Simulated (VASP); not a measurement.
Set up this calculation in VASP 6.6.1, as the native input.

```yaml
Task: single point
Functional: PBE
Potentials_or_basis: VASP PAW PBE potentials, release 64 (Mg)
Cutoff: 520 eV
k_mesh: 18 × 18 × 10
Occupations: gaussian, width 0.15 eV
Spin: no spin polarisation
Dipole_correction: no
Further_INCAR_settings: ALGO = Normal; EDIFF = 1e-06; NBANDS = 9
```

The structure of Mg lies in POSCAR:

```
Mg
1.0
    3.4660132551      0.0000000000      0.0000000000
   -1.7330066275      3.0016555288      0.0000000000
    0.0000000000      0.0000000000      5.0019168000
Mg
2
Direct
    0.3333333333      0.6666666667      0.2500000000
    0.6666666667      0.3333333333      0.7500000000
```

This cell differs from its parent crystal: strain +0.080 along x and y, -0.040 along z.

The input as run:

INCAR

```
SYSTEM = Mg
PREC     = Accurate       ! precision mode
ENCUT    = 520            ! plane-wave cutoff, eV
EDIFF    = 1E-6           ! SCF threshold, eV
ISMEAR   = 0              ! smearing method
SIGMA    = 0.15           ! smearing width, eV
LREAL    = .False.        ! projectors in reciprocal space
LASPH    = .True.         ! aspherical terms in the spheres
NELM     = 100            ! most SCF steps
ALGO     = Normal         ! electronic algorithm
ISIF     = 2              ! what is computed and relaxed
LWAVE    = .False.        ! write WAVECAR
LCHARG   = .True.         ! write CHGCAR
GGA      = PE             ! functional
LELF     = .True.         ! ELF
LVHAR    = .True.       
NBANDS   = 9              ! bands
```

KPOINTS

```
regular mesh
0
Gamma
  18 18 10
  0 0 0
```

Potentials or basis: VASP PAW PBE potentials, release 64 (Mg).

The run is started by

```console
$ cat potpaw_PBE.64/Mg/POTCAR > POTCAR
$ mpirun -np 1 vasp_std > vasp.out
```

It gave:

* Pressure: -3.2 GPa
* Band gap on the k mesh: zero (bands 2 and 3 overlap by 1.83 eV)

Caveat: the cell differs from its parent crystal (strain +0.080 along x and y, -0.040 along z); the cell stands under tension.

Wall time 35 s on 1 thread of Intel(R) Xeon(R) 6975P-C (Granite Rapids) (shared host), peak memory 0.24 GiB.
